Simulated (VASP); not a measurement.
Crystal: Si.

```
CELL_PARAMETERS angstrom
0.00000 2.75435 2.75435
2.75435 0.00000 2.75435
2.75435 2.75435 0.00000
ATOMIC_POSITIONS crystal
Si 0.00000 0.00000 0.00000
Si 0.25000 0.25000 0.25000
```

| Quantity | Value |
| --- | --- |
| Program | VASP 6.6.1 |
| Task | relaxation of cell and atoms |
| Functional | PBE |
| Potentials or basis | VASP PAW PBE potentials, release 64 (Si) |
| Cutoff | 600 eV |
| k mesh | 6 × 6 × 6 |
| Occupations | fermi-dirac, width 0.1 eV |
| Spin | no spin polarisation |

At the start: pressure -1.8 GPa; volume 20.90 Å³/atom.

Q: How do energy, volume and symmetry change on relaxing?

A: Over 3 steps the energy falls by 2.5 meV/atom and the volume is 20.46 Å³/atom (-2.1 %); space group Fd-3m (No. 227, to 0.05 Å).

Step by step:
```tsv
step	energy change (eV)	largest force (eV/Å)	pressure (GPa)	volume (Å³)
1	0.0000	0.0000	-1.81	41.79
2	-0.0031	0.0000	1.19	40.38
3	-0.0051	0.0000	0.01	40.91
```

Final structure:
```xyz
2
Lattice="0.0000 2.7349 2.7349 2.7349 0.0000 2.7349 2.7349 2.7349 0.0000" Properties=species:S:1:pos:R:3 pbc="T T T"
Si    0.0000    0.0000    0.0000
Si    1.3674    1.3674    1.3674
```
